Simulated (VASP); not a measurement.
# SiC (Cm) in VASP: notebook

Runs on SiC. Level: PBE. Tasks: single point.

Program: VASP 6.6.1. These are calculated values, not measurements. Logs are shortened: lines on timing, memory, paths and dates and some standing lists are left out, and cuts for length are marked.

## Step 1: The cell of the first run

The structure is monoclinic, space group Cm (No. 8). The conventional cell has a = 5.325 Å, b = 3.075 Å, c = 3.075 Å, α = 90.00°, β = 125.26°, γ = 90.00°. Si (site symmetry m) has 3 C at 1.54 to 1.94 Å within 2.0 Å. Within 2.0 Å of C (site symmetry m) lie 3 Si at 1.54 to 1.94 Å.

## Step 2: Single point, PBE (atom 1 (Si) moved by (-0.450, +0.000) A along [1 1 0] and z)

INCAR reads:

```
SYSTEM = SiC
  PREC = Accurate
  ENCUT = 520
  EDIFF = 1E-6
  ISMEAR = 0
  SIGMA = 0.05
  LREAL = .False.
  LASPH = .True.
  NELM = 60
  ALGO = Normal
  ISIF = 2
  LWAVE = .False.
  LCHARG = .False.
  GGA = PE
  NBANDS = 11
```

KPOINTS reads:

```
regular mesh
0
Gamma
  12 12 12
  0 0 0
```

POSCAR reads:

```
SiC
1.0
    0.0000000000      2.1740000000      2.1740000000
    2.1740000000      0.0000000000      2.1740000000
    2.1740000000      2.1740000000      0.0000000000
Si C
1 1
Direct
    0.0000000000      0.0000000000     -0.1463652491
    0.7500000000      0.7500000000      0.7500000000
```

Potentials or basis: VASP PAW PBE potentials, release 64 (Si, C).

The run is started by

```
> cat potpaw_PBE.64/Si/POTCAR potpaw_PBE.64/C/POTCAR > POTCAR
> mpirun -np 1 vasp_std > vasp.out
```

OUTCAR:

```text
SYSTEM = SiC
   PREC = Accurate
   ENCUT = 520
   EDIFF = 1E-6
   ISMEAR = 0
   LREAL = .False.
   LASPH = .True.
   NELM = 60
   ISIF = 2
   GGA = PE

 ion  position               nearest neighbor table
   1  0.000  0.000  0.854-   2 1.54   2 1.94   2 1.94   2 2.27
   2  0.750  0.750  0.750-   1 1.54   1 1.94   1 1.94   1 2.27

  LATTYP: Found a face centered cubic cell.
 ALAT       =     4.3480000000

  Lattice vectors:

 A1 = (   0.0000000000,   2.1740000000,   2.1740000000)
 A2 = (   2.1740000000,   0.0000000000,   2.1740000000)
 A3 = (   2.1740000000,   2.1740000000,   0.0000000000)

Analysis of symmetry for initial positions (statically):
=====================================================================
 Subroutine PRICEL returns:
 Original cell was already a primitive cell.

 Routine SETGRP: Setting up the symmetry group for a
 face centered cubic supercell.

 Subroutine GETGRP returns: Found  2 space group operations
 (whereof  2 operations were pure point group operations)
 out of a pool of 48 trial point group operations.

The static configuration has the point symmetry C_1h.

Analysis of symmetry for dynamics (positions and initial velocities):
=====================================================================
 Subroutine PRICEL returns:
 Original cell was already a primitive cell.

 Routine SETGRP: Setting up the symmetry group for a
 face centered cubic supercell.

 Subroutine GETGRP returns: Found  2 space group operations
 (whereof  2 operations were pure point group operations)
 out of a pool of 48 trial point group operations.

The dynamic configuration has the point symmetry C_1h.

 Subroutine INISYM returns: Found  2 space group operations
 (whereof  2 operations are pure point group operations),
 and found     1 'primitive' translations

----------------------------------------------------------------------------------------

                                     Primitive cell

  volume of cell :      20.5498

  direct lattice vectors                    reciprocal lattice vectors
     0.000000000  2.174000000  2.174000000    -0.229990800  0.229990800  0.229990800
     2.174000000  0.000000000  2.174000000     0.229990800 -0.229990800  0.229990800
     2.174000000  2.174000000  0.000000000     0.229990800  0.229990800 -0.229990800

  length of vectors
     3.074500285  3.074500285  3.074500285     0.398355752  0.398355752  0.398355752

  position of ions in fractional coordinates (direct lattice)
     0.000000000  0.000000000  0.853634751
     0.750000000  0.750000000  0.750000000

  ion indices of the primitive-cell ions
   primitive index   ion index
                 1           1
                 2           2

----------------------------------------------------------------------------------------

 KPOINTS: regular mesh

Automatic generation of k-mesh.
 Grid dimensions read from file:
 generate k-points for:   12   12   12

 Generating k-lattice:

  Cartesian coordinates                     Fractional coordinates (reciprocal lattice)
    -0.019165900  0.019165900  0.019165900     0.083333333  0.000000000  0.000000000
     0.019165900 -0.019165900  0.019165900     0.000000000  0.083333333  0.000000000
     0.019165900  0.019165900 -0.019165900     0.000000000  0.000000000  0.083333333

  Length of vectors
     0.033196313  0.033196313  0.033196313

  Shift w.r.t. Gamma in fractional coordinates (k-lattice)
     0.000000000  0.000000000  0.000000000

 Subroutine IBZKPT returns following result:
 ===========================================

 Found    476 irreducible k-points:

 Following reciprocal coordinates:
            Coordinates               Weight
  0.000000  0.000000  0.000000      1.000000
  0.083333  0.000000  0.000000      4.000000
  0.000000  0.000000  0.083333      2.000000
  0.083333  0.083333  0.083333      2.000000
  0.166667  0.000000  0.000000      4.000000
  0.000000  0.000000  0.166667      2.000000
[... 16 lines left out ...]
  0.000000  0.166667  0.083333      4.000000
  0.083333  0.000000  0.166667      4.000000
 [... further k-points ...]
   k-points           NKPTS =    476   k-points in BZ     NKDIM =    476   number of bands    NBANDS=     11
   number of dos      NEDOS =    301   number of ions     NIONS =      2
   total plane-waves  NPLWV =  13824
   dimension x,y,z NGX =    24 NGY =   24 NGZ =   24
   dimension x,y,z NGXF=    48 NGYF=   48 NGZF=   48
   ions per type =               1   1
   NGX,Y,Z   is equivalent  to a cutoff of  12.98, 12.98, 12.98 a.u.
   NGXF,Y,Z  is equivalent  to a cutoff of  25.95, 25.95, 25.95 a.u.
 SYSTEM =  SiC
   PREC   = accura    normal or accurate (medium, high low for compatibility)
   ISTART =      0    job   : 0-new  1-cont  2-samecut
   ICHARG =      2    charge: 1-file 2-atom 10-const
   ISPIN  =      1    spin polarized calculation?
   LNONCOLLINEAR =      F non collinear calculations
   LSORBIT =      F    spin-orbit coupling
[... 36 lines left out ...]
  energy-cutoff  :      520.00
  volume of cell :       20.55
 maximum number of plane-waves:       568
   NGX = 11   NGY = 11   NGZ = 11

 number of electron       8.0000001 magnetization

 Free energy of the ion-electron system (eV)
  ---------------------------------------------------
  ext. energy  EPLUGINS =         0.00000000
  ---------------------------------------------------
  free energy    TOTEN  =       -12.92933873 eV

  energy without entropy =      -12.92910805  energy(sigma->0) =      -12.92922339

 E-fermi :   9.2493     XC(G=0): -11.3830

 val. band max:        9.2478977863   @ k =   0.4167   0.4167   0.0000
 cond. band min:       9.2840564462   @ k =  -0.0833  -0.1667  -0.0833
 fundamental gap:      0.0361586599
 Fermi energy:         9.2492720439

 k-point     1 :       0.0000    0.0000    0.0000
  band No.  band energies     occupation
      1      -7.3834      2.00000
      2       6.0964      2.00000
      3       8.1781      2.00000
      4       9.3523      0.00356
      5      13.6674      0.00000
      6      15.1048      0.00000
      7      15.9347      0.00000
      8      16.8124      0.00000
      9      22.2339      0.00000
     10      22.4516      0.00000
     11      22.9772      0.00000

 k-point     2 :       0.0833    0.0000    0.0000
  band No.  band energies     occupation
      1      -7.2493      2.00000
      2       5.8824      2.00000
      3       7.7176      2.00000
      4       9.2467      1.05891
      5      13.8385      0.00000
      6      14.9705      0.00000
      7      15.8431      0.00000
      8      17.3787      0.00000
      9      21.6271      0.00000
     10      21.9520      0.00000
     11      23.4492      0.00000

 k-point     3 :       0.0000    0.0000    0.0833
  band No.  band energies     occupation
      1      -7.2530      2.00000
      2       6.0060      2.00000
      3       8.1166      2.00000
      4       8.5256      2.00000
      5      14.0836      0.00000
      6      15.0968      0.00000
      7      15.7881      0.00000
      8      17.0832      0.00000
      9      22.0058      0.00000
     10      22.1838      0.00000
     11      23.0067      0.00000

 k-point     4 :       0.0833    0.0833    0.0833
  band No.  band energies     occupation
      1      -7.2458      2.00000
      2       5.6279      2.00000
      3       8.0501      2.00000
      4       9.2207      1.58136
      5      13.9032      0.00000
      6      15.4537      0.00000
      7      15.6914      0.00000
      8      16.9956      0.00000
      9      21.1801      0.00000
     10      21.6646      0.00000
     11      23.9005      0.00000
[... 239 lines left out ...]
 k-point    22 :       0.1667    0.0833    0.0000
  band No.  band energies     occupation
      1      -6.8949      2.00000
      2       5.1876      2.00000
      3       7.1701      2.00000
      4       8.7177      2.00000
      5      14.0346      0.00000
      6      14.7679      0.00000
      7      16.0315      0.00000
      8      17.7841      0.00000
      9      20.1987      0.00000
     10      22.6347      0.00000
     11      24.1551      0.00000

 k-point    23 :       0.0000    0.1667    0.0833
  band No.  band energies     occupation
      1      -6.8913      2.00000
      2       5.1872      2.00000
      3       6.9218      2.00000
      4       9.0100      2.00000
      5      13.7959      0.00000
      6      14.7757      0.00000
      7      16.2294      0.00000
      8      18.1686      0.00000
      9      20.2112      0.00000
     10      22.3007      0.00000
     11      23.7813      0.00000

 k-point    24 :       0.0833    0.0000    0.1667
  band No.  band energies     occupation
      1      -6.9029      2.00000
      2       5.5263      2.00000
      3       7.3762      2.00000
      4       7.8525      2.00000
      5      14.1179      0.00000
      6      14.9403      0.00000
      7      16.4446      0.00000
      8      17.4363      0.00000
      9      20.2395      0.00000
     10      22.8399      0.00000
     11      23.8331      0.00000

 [... further k-points ...]

------------------------ aborting loop because EDIFF is reached ----------------------------------------

  FORCE on cell =-STRESS in cart. coord.  units (eV):
  Direction    XX          YY          ZZ          XY          YZ          ZX
  --------------------------------------------------------------------------------------
  -------------------------------------------------------------------------------------
  Total        2.8060999      2.8060999      6.7995190      3.5398957      4.1875455      4.1875453
  in kB      218.7787263    218.7787263    530.1272838    275.9894192    326.4836986    326.4836874
  external PRESSURE =     322.5615788 kB  Pullay stress =       0.0000000 kB

 VOLUME and BASIS-vectors are now :
 -----------------------------------------------------------------------------
  energy-cutoff  :      520.00
  volume of cell :       20.55
      direct lattice vectors                 reciprocal lattice vectors
     0.000000000  2.174000000  2.174000000    -0.229990800  0.229990800  0.229990800
     2.174000000  0.000000000  2.174000000     0.229990800 -0.229990800  0.229990800
     2.174000000  2.174000000  0.000000000     0.229990800  0.229990800 -0.229990800

 POSITION                                       TOTAL-FORCE (eV/Angst)
 -----------------------------------------------------------------------------------
      1.85580      1.85580      0.00000         7.119042      7.119042      7.809315
      3.26100      3.26100      3.26100        -7.119042     -7.119042     -7.809315
 -----------------------------------------------------------------------------------
    total drift:                                0.000071      0.000071      0.000075

  FREE ENERGIE OF THE ION-ELECTRON SYSTEM (eV)
  ---------------------------------------------------
  free  energy   TOTEN  =       -12.9293387320 eV

  energy  without entropy=      -12.9291080519  energy(sigma->0) =      -12.92922339
```

Run time: 58 s. Hardware: 1 thread of Intel Xeon Platinum 8259CL at 2.50GHz (Skylake/Cascade Lake), shared host; peak memory 0.22 GiB.

What came out:

| Item | Value |
| --- | --- |
| Free energy | -12.9293 eV |
| Pressure | 32.3 GPa |
| Largest force | 12.742 eV/Å |
| Band gap on the k mesh | zero (band 4 reaches 9.35 eV, above the bottom of band 5 at 8.90 eV) |

Forces on the atoms (eV/Å):
```
Si   7.119  7.119  7.809
C   -7.119 -7.119 -7.809
```

Stress tensor (GPa, compression positive):
```
21.88 27.60 32.65
27.60 21.88 32.65
32.65 32.65 53.01
```

Levels at points of the mesh, in eV from the Fermi level:
```csv
k point,band 1,band 2,band 3,band 4,band 5,band 6,band 7,band 8,band 9
"(0.00, 0.00, 0.00)",-16.63,-3.15,-1.07,0.10,4.42,5.86,6.69,7.56,12.98
"(0.50, 0.00, 0.00)",-13.20,-9.64,-3.42,-0.74,3.30,4.82,7.39,9.23,13.56
"(0.00, 0.00, 0.50)",-13.51,-8.73,-3.67,-1.77,4.20,4.54,6.73,8.75,13.67
"(0.50, 0.50, 0.50)",-12.72,-10.67,-2.40,-1.12,3.90,5.88,7.71,8.23,13.45
"(0.50, 0.50, 0.00)",-11.83,-9.13,-4.27,-3.47,-0.35,2.55,11.49,13.57,14.64
"(0.00, 0.50, 0.50)",-11.90,-8.80,-4.81,-3.66,-0.13,2.86,11.89,13.40,13.65
```

Caveat: the cell differs from its parent crystal (atom 1 (Si) moved by (-0.450, +0.000) A along [1 1 0] and z); forces of over 1 eV/Å act on the atoms, so gaps and moduli don't describe the material at rest.

## Step 3: Single point, PBE (atom 1 (Si) moved by (-0.225, -0.450) A along [1 1 0] and z)

INCAR reads:

```
SYSTEM = SiC
PREC     = Accurate       ! precision mode
ENCUT    = 520            ! plane-wave cutoff, eV
EDIFF    = 1E-6           ! SCF threshold, eV
ISMEAR   = 0              ! smearing method
SIGMA    = 0.05           ! smearing width, eV
LREAL    = .False.        ! projectors in reciprocal space
LASPH    = .True.         ! aspherical terms in the spheres
NELM     = 100            ! most SCF steps
ALGO     = Normal         ! electronic algorithm
ISIF     = 2              ! what is computed and relaxed
LWAVE    = .False.        ! write WAVECAR
LCHARG   = .False.        ! write CHGCAR
GGA      = PE             ! functional
NBANDS   = 11             ! bands
```

KPOINTS is that of step 2.

POSCAR: that of step 2 with these lines changed.

```diff
@@ -8,3 +8,3 @@
 Direct
-    0.0000000000      0.0000000000     -0.1463652491
+   -0.1034958602     -0.1034958602      0.0303132356
     0.7500000000      0.7500000000      0.7500000000
```

Potentials or basis: VASP PAW PBE potentials, release 64 (Si, C).

The run is started by

```
> cat potpaw_PBE.64/Si/POTCAR potpaw_PBE.64/C/POTCAR > POTCAR
> mpirun -np 1 vasp_std > vasp.out
```

Run time: 57 s. Hardware: 1 thread of Intel Xeon Platinum 8259CL at 2.50GHz (Skylake/Cascade Lake), shared host; peak memory 0.22 GiB.

The run converged. Its results:

- Free energy: -11.6289 eV
- Pressure: 49.9 GPa
- Largest force: 18.714 eV/Å
- Band gap on the k mesh: zero (band 4 reaches 9.07 eV, above the bottom of band 5 at 8.78 eV)

Forces in eV/Å, atoms in the order of the input:
```
Si   11.146  11.146  10.087
C   -11.146 -11.146 -10.087
```

Stress tensor (GPa, compression positive):
```
64.42 61.96 41.40
61.96 64.42 41.40
41.40 41.40 20.82
```

Levels at points of the mesh, in eV from the Fermi level:
| k point | band 1 | band 2 | band 3 | band 4 | band 5 | band 6 | band 7 | band 8 |
| --- | --- | --- | --- | --- | --- | --- | --- | --- |
| (0.00, 0.00, 0.00) | -16.46 | -3.38 | -0.54 | 0.00 | 4.40 | 6.29 | 6.60 | 8.09 |
| (0.50, 0.00, 0.00) | -13.31 | -8.78 | -3.80 | -0.92 | 3.63 | 4.89 | 7.36 | 9.28 |
| (0.00, 0.00, 0.50) | -12.99 | -9.71 | -2.73 | -0.74 | 3.13 | 4.59 | 7.37 | 10.16 |
| (0.50, 0.50, 0.50) | -12.60 | -10.52 | -2.06 | -1.18 | 4.15 | 6.04 | 7.41 | 8.68 |
| (0.50, 0.50, 0.00) | -11.90 | -8.31 | -5.07 | -3.55 | 0.05 | 3.50 | 12.07 | 12.82 |
| (0.00, 0.50, 0.50) | -11.80 | -8.88 | -3.78 | -3.58 | -0.25 | 2.61 | 11.00 | 13.83 |

Caveat: the cell differs from its parent crystal (atom 1 (Si) moved by (-0.225, -0.450) A along [1 1 0] and z); forces of over 1 eV/Å act on the atoms, so gaps and moduli don't describe the material at rest.

## Step 4: Single point, PBE (atom 1 (Si) moved by (-0.225, +0.000) A along [1 1 0] and z)

INCAR reads:

```
SYSTEM = SiC
PREC = Accurate
ENCUT = 520
EDIFF = 1E-7
ISMEAR = 0
SIGMA = 0.05
LREAL = .False.
LASPH = .True.
NELM = 60
ALGO = Normal
ISIF = 2
LWAVE = .False.
LCHARG = .False.
GGA = PE
NBANDS = 11
```

KPOINTS reads:

```
Automatic mesh
0
Gamma
  12 12 12
  0 0 0
```

POSCAR: that of step 3 with these lines changed.

```diff
@@ -8,3 +8,3 @@
 Direct
-   -0.1034958602     -0.1034958602      0.0303132356
+    0.0000000000      0.0000000000     -0.0731826245
     0.7500000000      0.7500000000      0.7500000000
```

The run is started by

```
> cat potpaw_PBE.64/Si/POTCAR potpaw_PBE.64/C/POTCAR > POTCAR
> mpirun -np 1 vasp_std > vasp.out
```

It took 56 s on 1 thread of Intel Xeon Platinum 8259CL at 2.50GHz (Skylake/Cascade Lake), shared host; peak memory 0.21 GiB.

The run converged. Its results:

* Free energy: -14.5508 eV
* Pressure: 11.1 GPa
* Largest force: 4.912 eV/Å
* Band gap on the k mesh: 0.32 eV, indirect (least direct gap 4.06 eV)

Forces in eV/Å, atoms in the order of the input:
```
Si   3.226  3.226  1.822
C   -3.226 -3.226 -1.822
```

Stress tensor (GPa, compression positive):
```
 9.22  7.54 12.17
 7.54  9.22 12.17
12.17 12.17 14.81
```

Levels at points of the mesh, in eV from the valence-band top:
```
           k point  band 1  band 2  band 3  band 4  band 5  band 6  band 7  band 8  band 9
(0.00, 0.00, 0.00)  -16.37   -2.00   -0.87    0.00    5.19    6.33    6.34    7.07   13.57
(0.50, 0.00, 0.00)  -12.82   -9.45   -2.72   -1.09    4.28    5.48    7.30    9.17   14.89
(0.00, 0.00, 0.50)  -13.04   -8.88   -2.77   -1.73    4.56    5.48    6.68    9.13   15.00
(0.50, 0.50, 0.50)  -12.53  -10.08   -2.09   -1.25    4.48    6.15    7.23    8.97   14.68
(0.50, 0.50, 0.00)  -11.38   -8.81   -4.07   -3.83    0.32    3.20   13.01   13.39   13.98
(0.00, 0.50, 0.50)  -11.41   -8.68   -4.43   -3.70    0.36    3.35   13.03   13.39   13.76
```

Caveat: the cell differs from its parent crystal (atom 1 (Si) moved by (-0.225, +0.000) A along [1 1 0] and z); forces of over 1 eV/Å act on the atoms, so gaps and moduli don't describe the material at rest.

## Step 5: Single point, PBE (atom 1 (Si) moved by (-0.225, +0.450) A along [1 1 0] and z)

INCAR reads:

```
PREC = Accurate
ENCUT = 520
EDIFF = 1E-6
ISMEAR = 0
SIGMA = 0.05
LREAL = False
LASPH = True
NELM = 80
ALGO = Normal
ISIF = 2
LWAVE = False
LCHARG = False
GGA = PE
NBANDS = 11
```

KPOINTS reads:

```
regular mesh
0
Gamma
  12 12 12
```

POSCAR: that of step 4 with these lines changed.

```diff
@@ -8,3 +8,3 @@
 Direct
-    0.0000000000      0.0000000000     -0.0731826245
+    0.1034958602      0.1034958602     -0.1766784847
     0.7500000000      0.7500000000      0.7500000000
```

The run is started by

```
> cat potpaw_PBE.64/Si/POTCAR potpaw_PBE.64/C/POTCAR > POTCAR
> mpirun -np 1 vasp_std > vasp.out
```

Wall time 59 s (1 thread of Intel Xeon Platinum 8259CL at 2.50GHz (Skylake/Cascade Lake), shared host); peak memory 0.22 GiB.

It converged, with:

```
Free energy            : -13.4009 eV
Pressure               : 25.0 GPa
Largest force          : 5.789 eV/Å
Band gap on the k mesh : zero (band 4 reaches 9.60 eV, above the bottom of band 5 at 8.93 eV)
```

Forces on the atoms (eV/Å):
```
Si  -0.428 -0.428 -5.757
C    0.428  0.428  5.757
```

Stress tensor (GPa, compression positive):
```
 35.64 -28.14  -2.14
-28.14  35.64  -2.14
 -2.14  -2.14   3.80
```

Levels at points of the mesh, in eV from the Fermi level:
```csv
k point,band 1,band 2,band 3,band 4,band 5,band 6,band 7,band 8,band 9
"(0.00, 0.00, 0.00)",-16.80,-3.41,-1.28,0.16,4.00,5.96,6.94,7.16,12.72
"(0.50, 0.00, 0.00)",-12.97,-10.65,-2.91,-0.82,3.18,4.96,7.23,8.89,13.03
"(0.00, 0.00, 0.50)",-13.69,-8.77,-4.09,-1.85,3.89,4.83,6.33,8.29,13.48
"(0.50, 0.50, 0.50)",-13.43,-9.53,-4.22,-0.57,3.13,5.01,7.49,8.36,13.09
"(0.50, 0.50, 0.00)",-12.06,-8.72,-5.72,-3.67,-0.22,2.99,12.34,12.97,13.17
"(0.00, 0.50, 0.50)",-11.90,-9.43,-4.51,-3.52,-0.50,2.13,11.31,13.69,14.31
```

Caveat: the cell differs from its parent crystal (atom 1 (Si) moved by (-0.225, +0.450) A along [1 1 0] and z); forces of over 1 eV/Å act on the atoms, so gaps and moduli don't describe the material at rest.
